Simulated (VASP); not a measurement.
**Be24NO: single point with PBE**

The system is Be24NO, a slab with vacuum.

```
Be N O
1.0
     4.52544    0.00000    0.00000
     0.00000    7.13362    0.00000
     0.00000    0.00000   22.36855
Be N O
24 1 1
Direct
  0.00000 0.37500 0.17882
  0.00000 0.87500 0.17882
  0.50000 0.37500 0.17882
  0.50000 0.87500 0.17882
  0.25000 0.12500 0.20802
  0.25000 0.62500 0.20802
  0.75000 0.12500 0.20802
  0.75000 0.62500 0.20802
  0.25000 0.37500 0.26643
  0.25000 0.87500 0.26643
  0.75000 0.37500 0.26643
  0.75000 0.87500 0.26643
  0.00000 0.12500 0.29031
  0.00000 0.62500 0.29031
  0.50000 0.12500 0.29031
  0.50000 0.62500 0.29031
  0.00000 0.37500 0.35468
  0.00000 0.87500 0.35468
  0.50000 0.37500 0.35468
  0.50000 0.87500 0.35468
  0.25000 0.12500 0.37412
  0.25000 0.62500 0.37412
  0.75000 0.12500 0.37412
  0.75000 0.62500 0.37412
  0.75000 0.45833 0.41346
  0.88492 0.59325 0.42712
```

```
Program             : VASP 6.6.1
Task                : single point
Functional          : PBE
Potentials or basis : VASP PAW PBE potentials, release 64 (Be, N, O)
Cutoff              : 520 eV
k mesh              : 6 × 4 × 1
Occupations         : gaussian, width 0.1 eV
Spin                : collinear spin, ferromagnetic start
Starting moments    : [0.0, 0.0, 0.0, 0.0, 0.0, 0.0, 0.0, 0.0, 0.0, 0.0, 0.0, 0.0, 0.0, 0.0, 0.0, 0.0, 0.0, 0.0, 0.0, 0.0, 0.0, 0.0, 0.0, 0.0, 1.0, 0.0] μB
```

The largest force is 17.119 eV/Å, the net moment is 0.01 μB per cell and the valence electrons inside the program's atomic spheres are Be 1.02, 1.01, 1.16, 1.17, 1.18, 1.22, 1.24, 1.21, 1.20, 1.13, 1.15, 1.08, 1.06, 1.88; N 3.93; O 5.30.

Forces on the atoms (eV/Å):
```
Be   -0.023  -0.071   0.540
Be    0.052   0.007   0.397
Be    0.037  -0.008   0.483
Be   -0.069   0.109   0.520
Be    0.011  -0.017  -0.771
Be   -0.023  -0.002  -0.677
Be    0.002   0.008  -0.617
Be   -0.008  -0.023  -0.649
Be    0.090   0.157  -0.141
Be    0.049  -0.001   0.195
Be   -0.056  -0.012  -0.046
Be   -0.068   0.088   0.007
Be   -0.014   0.131   0.038
Be    0.119  -0.077   0.088
Be    0.041  -0.109   0.046
Be    0.064   0.119  -0.089
Be    0.281  -0.778  -0.325
Be    0.095   0.436  -0.453
Be    0.026   0.781   0.755
Be   -0.347   0.143  -0.013
Be   -0.052  -0.155  -0.006
Be   -0.230   0.298  -0.040
Be    0.245  -0.591   0.086
Be   -3.167   4.418  -7.721
N    -7.217 -14.273  -1.658
O    10.161   9.420  10.054
```

Levels at points of the mesh, in eV from the Fermi level:
Spin up:
| k point | band 27 | band 28 | band 29 | band 30 | band 31 | band 32 | band 33 | band 34 |
| --- | --- | --- | --- | --- | --- | --- | --- | --- |
| (0.00, 0.00, 0.00) | -1.10 | -1.02 | -0.19 | -0.07 | 0.71 | 0.81 | 1.04 | 1.56 |
| (0.50, 0.00, 0.00) | -0.48 | -0.32 | 0.34 | 0.67 | 1.23 | 1.34 | 1.35 | 1.39 |
| (0.00, 0.50, 0.00) | -1.07 | -0.99 | -0.85 | -0.34 | 0.27 | 0.47 | 1.09 | 2.03 |
| (0.50, 0.50, 0.00) | -0.70 | -0.40 | -0.31 | 0.01 | 0.34 | 0.57 | 1.00 | 1.25 |
Spin down:
```
           k point  band 28  band 29  band 30  band 31  band 32  band 33
(0.00, 0.00, 0.00)    -1.02    -0.19    -0.07     0.71     0.81     1.04
(0.50, 0.00, 0.00)    -0.32     0.34     0.67     1.23     1.34     1.35
(0.00, 0.50, 0.00)    -0.99    -0.85    -0.34     0.27     0.47     1.10
(0.50, 0.50, 0.00)    -0.40    -0.31     0.01     0.35     0.57     1.00
```

Run time: 10 min on 4 MPI ranks on Intel(R) Xeon(R) 6975P-C (Granite Rapids) (shared host), peak memory 1.4 GiB a rank.

Caveat: the standard files for N, O and F lose accuracy on very short bonds.
